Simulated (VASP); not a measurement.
Input of a VASP 6.6.1 run:

File INCAR:

```
SYSTEM = Ge
PREC = Accurate ; ENCUT = 520
EDIFF = 1E-6 ; ISMEAR = 0
SIGMA = 0.1 ; LREAL = .False.
LASPH = .True. ; NELM = 80
ALGO = Normal ; ISIF = 2
LWAVE = .False. ; LCHARG = .True.
GGA = PE ; LELF = .True.
LVHAR = .True. ; NBANDS = 13
```

KPOINTS

```
regular mesh
0
Gamma
  16 16 16
  0 0 0
```

POSCAR

```
Ge
1.0
    0.0000000000      2.1378550924      2.1378550924
    2.1378550924      0.0000000000      2.1378550924
    2.1378550924      2.1378550924      0.0000000000
Ge
1
Direct
    0.0000000000      0.0000000000      0.0000000000
```

Potentials or basis: VASP PAW PBE potentials, release 64 (Ge_d).

The run is started by

```bash
$ cat potpaw_PBE.64/Ge_d/POTCAR > POTCAR
$ mpirun -np 1 vasp_std > vasp.out
```

Task: What does it give for the band gap on the k mesh?

Result: Zero (band 7 reaches 15.09 eV, above the bottom of band 8 at 4.15 eV).

Task: Predict the pressure.

Result: 0.0 GPa.
